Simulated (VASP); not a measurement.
The system is Ta5N.

```
Ta N
1.0
     3.00000    0.00000    0.00000
    -1.50000    2.59808    0.00000
     0.00000    0.00000   11.47000
Ta N
5 1
Direct
  0.66667 0.33333 0.89500
  0.33333 0.66667 0.10500
  0.66667 0.33333 0.30200
  0.33333 0.66667 0.69800
  0.00000 0.00000 0.50000
  0.00000 0.00000 0.00000
```

* Program: VASP 6.6.1
* Task: relaxation of cell and atoms
* Functional: PBE
* Potentials or basis: VASP PAW PBE potentials, release 64 (Ta_pv, N)
* Cutoff: 600 eV
* k mesh: 6 × 6 × 2
* Occupations: gaussian, width 0.2 eV
* Spin: no spin polarisation

At the start: pressure 25.1 GPa; volume 14.90 Å³/atom.

**Question.** How do energy, volume and symmetry change on relaxing?

**Answer.** Over 10 steps the energy falls by 114.0 meV/atom and the volume is 16.31 Å³/atom (+9.4 %); space group P-3m1 (No. 164, to 0.1 Å) before and after.

The path:
| step | energy change (eV) | largest force (eV/Å) | pressure (GPa) | volume (Å³) |
| --- | --- | --- | --- | --- |
| 1 | 0.0000 | 1.0404 | 25.08 | 89.40 |
| 2 | 2.4699 | 1.0460 | -32.70 | 123.08 |
| 3 | -0.6524 | 0.4555 | -2.18 | 98.86 |
| 4 | -0.6571 | 0.4873 | -0.56 | 98.15 |
| 5 | -0.6571 | 0.4956 | -0.14 | 97.97 |
| 6 | -0.6810 | 0.1512 | 0.30 | 97.82 |
| 7 | -0.6811 | 0.1846 | 0.34 | 97.81 |
| 8 | -0.6827 | 0.0587 | -0.78 | 98.23 |
| 9 | -0.6828 | 0.0839 | -0.56 | 98.14 |
| 10 | -0.6841 | 0.0067 | -0.01 | 97.84 |

Final structure:
```
Ta N
1.0
     3.06390    0.00000    0.00000
    -1.53195    2.65341    0.00000
     0.00000    0.00000   12.03506
Ta N
5 1
Direct
  0.66667 0.33333 0.89417
  0.33333 0.66667 0.10583
  0.66667 0.33333 0.30584
  0.33333 0.66667 0.69416
  0.00000 0.00000 0.50000
  0.00000 0.00000 0.00000
```

Caveat: the k points lie up to 0.39 Å⁻¹ apart in the final cell, too coarse for converged energies and pressures of a metal.
